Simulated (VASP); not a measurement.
# HfH3Cl (P-6m2) in VASP: single point with PBE

Aim: the single point of HfH3Cl with PBE.

Program: VASP 6.6.1. These are calculated values, not measurements. Logs are shortened: lines on timing, memory, paths and dates and some standing lists are left out, and cuts for length are marked.

## (1) The cell of the first run

It takes space group P-6m2 (No. 187, hexagonal). Conventional cell: a = 3.318 Å, b = 3.318 Å, c = 5.341 Å, α = 90.00°, β = 90.00°, γ = 120.00°. Within 2.5 Å of Hf (site symmetry -6m2) lie 9 H at 1.92 to 2.13 Å. H (site symmetry 3m) has 4 H at 1.88 to 2.13 Å and 3 Hf at 2.13 Å within 2.5 Å. H (site symmetry -6m2) has 3 Hf at 1.92 Å and 6 H at 2.13 Å within 2.5 Å. Within 3.4 Å of Cl (site symmetry -6m2) lie 8 H at 2.58 to 2.67 Å and 6 Hf at 3.29 Å and 6 Cl at 3.32 Å.

## (2) Single point, PBE

INCAR reads:

```
  PREC = Accurate
  ENCUT = 500
  EDIFF = 1E-6
  ISMEAR = 0
  SIGMA = 0.15
  LREAL = F
  LASPH = T
  NELM = 120
  ALGO = Normal
  ISIF = 2
  LWAVE = F
  LCHARG = F
  GGA = PE
  NBANDS = 18
  GGA_COMPAT = F
```

KPOINTS reads:

```
Automatic mesh
0
Gamma
  4 4 3
```

POSCAR reads:

```
HfH3Cl
1.0
    3.3177340477      0.0000000000      0.0000000000
   -1.6588670239      2.8732419683      0.0000000000
    0.0000000000      0.0000000000      5.3407724803
Hf H Cl
1 3 1
Direct
    0.3333333333      0.6666666667      0.0000000000
    0.6666666667      0.3333333333      0.1764656710
    0.6666666667      0.3333333333      0.8235343290
    0.0000000000      0.0000000000      0.0000000000
    0.0000000000      0.0000000000      0.5000000000
```

Potentials or basis: VASP PAW PBE potentials, release 64 (Hf_pv, H, Cl).

Launch:

```bash
$ cat potpaw_PBE.64/Hf_pv/POTCAR potpaw_PBE.64/H/POTCAR potpaw_PBE.64/Cl/POTCAR > POTCAR
$ mpirun -np 1 vasp_std > vasp.out
```

OUTCAR:

```text
PREC = Accurate
   ENCUT = 500
   EDIFF = 1E-6
   ISMEAR = 0
   LREAL = F
   LASPH = T
   NELM = 120
   ISIF = 2
   GGA = PE

 ion  position               nearest neighbor table
   1  0.333  0.667  0.000-   4 1.92   4 1.92   4 1.92   2 2.13   3 2.13   2 2.13   3 2.13   2 2.13
                             3 2.13
   2  0.667  0.333  0.176-   1 2.13   1 2.13   1 2.13
   3  0.667  0.333  0.824-   1 2.13   1 2.13   1 2.13
   4  0.000  0.000  0.000-   1 1.92   1 1.92   1 1.92
   5  0.000  0.000  0.500-

  LATTYP: Found a hexagonal cell.
 ALAT       =     3.3177340477
 C/A-ratio  =     1.6097650998

  Lattice vectors:

 A1 = (   3.3177340477,   0.0000000000,   0.0000000000)
 A2 = (  -1.6588670239,   2.8732419683,   0.0000000000)
 A3 = (   0.0000000000,   0.0000000000,   5.3407724803)

Analysis of symmetry for initial positions (statically):
=====================================================================
 Subroutine PRICEL returns:
 Original cell was already a primitive cell.

 Routine SETGRP: Setting up the symmetry group for a
 hexagonal supercell.

 Subroutine GETGRP returns: Found 12 space group operations
 (whereof 12 operations were pure point group operations)
 out of a pool of 24 trial point group operations.

The static configuration has the point symmetry D_3h.

Analysis of symmetry for dynamics (positions and initial velocities):
=====================================================================
 Subroutine PRICEL returns:
 Original cell was already a primitive cell.

 Routine SETGRP: Setting up the symmetry group for a
 hexagonal supercell.

 Subroutine GETGRP returns: Found 12 space group operations
 (whereof 12 operations were pure point group operations)
 out of a pool of 24 trial point group operations.

The dynamic configuration has the point symmetry D_3h.

 Subroutine INISYM returns: Found 12 space group operations
 (whereof 12 operations are pure point group operations),
 and found     1 'primitive' translations

----------------------------------------------------------------------------------------

                                     Primitive cell

  volume of cell :      50.9117

  direct lattice vectors                    reciprocal lattice vectors
     3.317734048  0.000000000  0.000000000     0.301410537  0.174019455  0.000000000
    -1.658867024  2.873241968  0.000000000     0.000000000  0.348038909  0.000000000
     0.000000000  0.000000000  5.340772480     0.000000000  0.000000000  0.187238832

  length of vectors
     3.317734048  3.317734048  5.340772480     0.348038909  0.348038909  0.187238832

  position of ions in fractional coordinates (direct lattice)
     0.333333333  0.666666667  0.000000000
     0.666666667  0.333333333  0.176465671
     0.666666667  0.333333333  0.823534329
     0.000000000  0.000000000  0.000000000
     0.000000000  0.000000000  0.500000000

  ion indices of the primitive-cell ions
   primitive index   ion index
                 1           1
                 2           2
                 3           3
                 4           4
                 5           5

----------------------------------------------------------------------------------------

 KPOINTS: Automatic mesh

Automatic generation of k-mesh.
 Grid dimensions read from file:
 generate k-points for:    4    4    3

 Generating k-lattice:

  Cartesian coordinates                     Fractional coordinates (reciprocal lattice)
     0.075352634  0.043504864  0.000000000     0.250000000  0.000000000  0.000000000
     0.000000000  0.087009727  0.000000000     0.000000000  0.250000000  0.000000000
     0.000000000  0.000000000  0.062412944     0.000000000  0.000000000  0.333333333

  Length of vectors
     0.087009727  0.087009727  0.062412944

  Shift w.r.t. Gamma in fractional coordinates (k-lattice)
     0.000000000  0.000000000  0.000000000

 Subroutine IBZKPT returns following result:
 ===========================================

 Found      8 irreducible k-points:

 Following reciprocal coordinates:
            Coordinates               Weight
  0.000000  0.000000  0.000000      1.000000
  0.250000 -0.000000  0.000000      6.000000
  0.500000 -0.000000  0.000000      3.000000
  0.250000  0.250000  0.000000      6.000000
  0.000000  0.000000  0.333333      2.000000
  0.250000 -0.000000  0.333333     12.000000
  0.500000 -0.000000  0.333333      6.000000
  0.250000  0.250000  0.333333     12.000000
   k-points           NKPTS =      8   k-points in BZ     NKDIM =      8   number of bands    NBANDS=     18
   number of dos      NEDOS =    301   number of ions     NIONS =      5
   total plane-waves  NPLWV =  23040
   dimension x,y,z NGX =    24 NGY =   24 NGZ =   40
   dimension x,y,z NGXF=    48 NGYF=   48 NGZF=   80
   ions per type =               1   3   1
   NGX,Y,Z   is equivalent  to a cutoff of  12.03, 12.03, 12.45 a.u.
   NGXF,Y,Z  is equivalent  to a cutoff of  24.05, 24.05, 24.90 a.u.
 SYSTEM =  unknown system
   PREC   = accura    normal or accurate (medium, high low for compatibility)
   ISTART =      0    job   : 0-new  1-cont  2-samecut
   ICHARG =      2    charge: 1-file 2-atom 10-const
   ISPIN  =      1    spin polarized calculation?
   LNONCOLLINEAR =      F non collinear calculations
   LSORBIT =      F    spin-orbit coupling
   LASPH  =      T    aspherical Exc in radial PAW
   ENCUT  =  500.0 eV  36.75 Ry    6.06 a.u.   6.05  6.05  9.74*2*pi/ulx,y,z
   NELM   =    120;   NELMIN=  2; NELMDL= -5     # of ELM steps
   EDIFF  = 0.1E-05   stopping-criterion for ELM
   LREAL  =      F    real-space projection
   EDIFFG = 0.1E-04   stopping-criterion for IOM
   NSW    =      0    number of steps for IOM
   IBRION =     -1    ionic relax: 0-MD 1-quasi-New 2-CG
   NFREE  =      0    steps in history (QN), initial steepest desc. (CG)
   ISIF   =      2    stress and relaxation
   ISYM   =      2    0-nonsym 1-usesym 2-fastsym
   POTIM  = 0.5000    time-step for ionic-motion
   TEBEG  =    0.0;   TEEND  =   0.0 temperature during run
   PSTRESS=    0.0 pullay stress
   NELECT =      20.0000    total number of electrons
   NUPDOWN=      -1.0000    fix difference up-down
   EMIN   =  10.00;   EMAX   =-10.00  energy-range for DOS
   EFERMI =   0.00;   METHOD = LEGACY
   ISMEAR =     0;   SIGMA  =   0.15  broadening in eV -4-tet -1-fermi 0-gaus
   EFERMI_NEDOS =   21; number of points for ismear=-14 and -15
   IALGO  =     38    algorithm
   IMIX   =      4    mixing-type and parameters
     AMIX     =   0.40;   BMIX     =  1.00
     AMIX_MAG =   1.60;   BMIX_MAG =  1.00
  volume/ion in A,a.u.               =      10.18        68.71
  Fermi-wavevector in a.u.,A,eV,Ry     =   1.198981  2.265745 19.559121  1.437555
  Thomas-Fermi vector in A             =   2.334855
   LORBIT       =      0    0 simple, 1 ext, 2 COOP (PROOUT), +10 PAW based schemes
   GGA     = PE    functional components
   LHFCALC =     F    Hartree Fock is set to
   AEXX    =    0.0000 exact exchange contribution
   IVDW    =     0    specifies the selected vdW correction
   LEPSILON=     F    determine dielectric tensor
   LRPA    =     F    only Hartree local field effects (RPA)
 non-spin polarized calculation
 Gauss-broadening in eV      SIGMA  =   0.15
  energy-cutoff  :      500.00
  volume of cell :       50.91
 maximum number of plane-waves:      1304
   NGX = 13   NGY = 13   NGZ = 19

 number of electron      19.9999996 magnetization

 Free energy of the ion-electron system (eV)
  ---------------------------------------------------
  ext. energy  EPLUGINS =         0.00000000
  ---------------------------------------------------
  free energy    TOTEN  =       -23.38063920 eV

  energy without entropy =      -23.37104957  energy(sigma->0) =      -23.37584438

 E-fermi :   4.0357     XC(G=0): -10.5200

 val. band max:        3.9595358003   @ k =   0.0000   0.0000   0.3333
 cond. band min:       4.0727461474   @ k =   0.0000   0.0000   0.3333
 fundamental gap:      0.1132103471
 Fermi energy:         4.0356746863

 k-point     1 :       0.0000    0.0000    0.0000
  band No.  band energies     occupation
      1     -27.8768      2.00000
      2     -27.5139      2.00000
      3     -27.5139      2.00000
      4     -11.3355      2.00000
      5      -5.6292      2.00000
      6      -1.5831      2.00000
[... 10 lines left out ...]
     17      15.3477      0.00000
     18      15.3477      0.00000

 k-point     2 :       0.2500   -0.0000    0.0000
  band No.  band energies     occupation
      1     -27.8457      2.00000
      2     -27.7541      2.00000
      3     -27.5637      2.00000
      4     -10.8874      2.00000
      5      -4.2262      2.00000
      6      -1.3485      2.00000
[... 10 lines left out ...]
     17      14.6093      0.00000
     18      15.0793      0.00000

 k-point     3 :       0.5000   -0.0000    0.0000
  band No.  band energies     occupation
      1     -27.9829      2.00000
      2     -27.8144      2.00000
      3     -27.6128      2.00000
      4     -10.3742      2.00000
      5      -3.0711      2.00000
      6      -1.5146      2.00000
[... 10 lines left out ...]
     17      12.6908      0.00000
     18      13.3656      0.00000

 k-point     4 :       0.2500    0.2500    0.0000
  band No.  band energies     occupation
      1     -27.8936      2.00000
      2     -27.8145      2.00000
      3     -27.7070      2.00000
      4     -10.3854      2.00000
      5      -2.4848      2.00000
      6      -1.7251      2.00000
[... 10 lines left out ...]
     17      12.1085      0.00000
     18      14.4472      0.00000

 k-point     5 :       0.0000    0.0000    0.3333
  band No.  band energies     occupation
      1     -27.8779      2.00000
      2     -27.5139      2.00000
      3     -27.5139      2.00000
      4     -11.2238      2.00000
      5      -6.2044      2.00000
      6      -0.3703      2.00000
[... 10 lines left out ...]
     17      14.9532      0.00000
     18      15.6740      0.00000

 k-point     6 :       0.2500   -0.0000    0.3333
  band No.  band energies     occupation
      1     -27.8465      2.00000
      2     -27.7539      2.00000
      3     -27.5636      2.00000
      4     -10.8314      2.00000
      5      -4.7506      2.00000
      6      -0.5011      2.00000
[... 10 lines left out ...]
     17      13.3678      0.00000
     18      14.5779      0.00000

 k-point     7 :       0.5000   -0.0000    0.3333
  band No.  band energies     occupation
      1     -27.9827      2.00000
      2     -27.8149      2.00000
      3     -27.6128      2.00000
      4     -10.3730      2.00000
      5      -2.9981      2.00000
      6      -1.7528      2.00000
[... 10 lines left out ...]
     17      12.3477      0.00000
     18      13.3418      0.00000

 k-point     8 :       0.2500    0.2500    0.3333
  band No.  band energies     occupation
      1     -27.8935      2.00000
      2     -27.8150      2.00000
      3     -27.7070      2.00000
      4     -10.3788      2.00000
      5      -2.7329      2.00000
      6      -1.7552      2.00000
[... 10 lines left out ...]
     17      12.3582      0.00000
     18      15.1542      0.00000

------------------------ aborting loop because EDIFF is reached ----------------------------------------

  FORCE on cell =-STRESS in cart. coord.  units (eV):
  Direction    XX          YY          ZZ          XY          YZ          ZX
  --------------------------------------------------------------------------------------
  -------------------------------------------------------------------------------------
  Total       -0.2942625     -0.2942625     -0.1514454      0.0000000      0.0000000      0.0000000
  in kB       -9.2603562     -9.2603562     -4.7659442      0.0000000      0.0000000      0.0000000
  external PRESSURE =      -7.7622189 kB  Pullay stress =       0.0000000 kB

 VOLUME and BASIS-vectors are now :
 -----------------------------------------------------------------------------
  energy-cutoff  :      500.00
  volume of cell :       50.91
      direct lattice vectors                 reciprocal lattice vectors
     3.317734048  0.000000000  0.000000000     0.301410537  0.174019455  0.000000000
    -1.658867024  2.873241968  0.000000000     0.000000000  0.348038909  0.000000000
     0.000000000  0.000000000  5.340772480     0.000000000  0.000000000  0.187238832

 POSITION                                       TOTAL-FORCE (eV/Angst)
 -----------------------------------------------------------------------------------
     -0.00000      1.91549      0.00000         0.000000     -0.000000      0.000000
      1.65887      0.95775      0.94246        -0.000000     -0.000000     -0.027536
      1.65887      0.95775      4.39831        -0.000000     -0.000000      0.027536
      0.00000      0.00000      0.00000         0.000000      0.000000      0.000000
      0.00000      0.00000      2.67039        -0.000000     -0.000000      0.000000
 -----------------------------------------------------------------------------------
    total drift:                               -0.000000      0.000000     -0.000000

  FREE ENERGIE OF THE ION-ELECTRON SYSTEM (eV)
  ---------------------------------------------------
  free  energy   TOTEN  =       -23.3806391969 eV

  energy  without entropy=      -23.3710495658  energy(sigma->0) =      -23.37584438
```

Run time: 7.1 s. Hardware: 1 thread of Intel Xeon Platinum 8559C (Emerald Rapids), shared host; peak memory 0.15 GiB.

What came out:

| Quantity | Value |
| --- | --- |
| Free energy | -23.3806 eV |
| Pressure | -0.8 GPa |
| Largest force | 0.028 eV/Å |
| Band gap on the k mesh | zero (band 10 reaches 4.28 eV, above the bottom of band 11 at 4.07 eV) |

Forces on the atoms (eV/Å):
```
Hf   0.000  0.000  0.000
H    0.000  0.000 -0.028
H    0.000  0.000  0.028
H    0.000  0.000  0.000
Cl   0.000  0.000  0.000
```

Stress tensor (GPa, compression positive):
```
-0.93  0.00  0.00
 0.00 -0.93  0.00
 0.00  0.00 -0.48
```

Caveat: the k points lie up to 0.55 Å⁻¹ apart; spin-orbit coupling is left out, which moves the levels of the heavy elements.
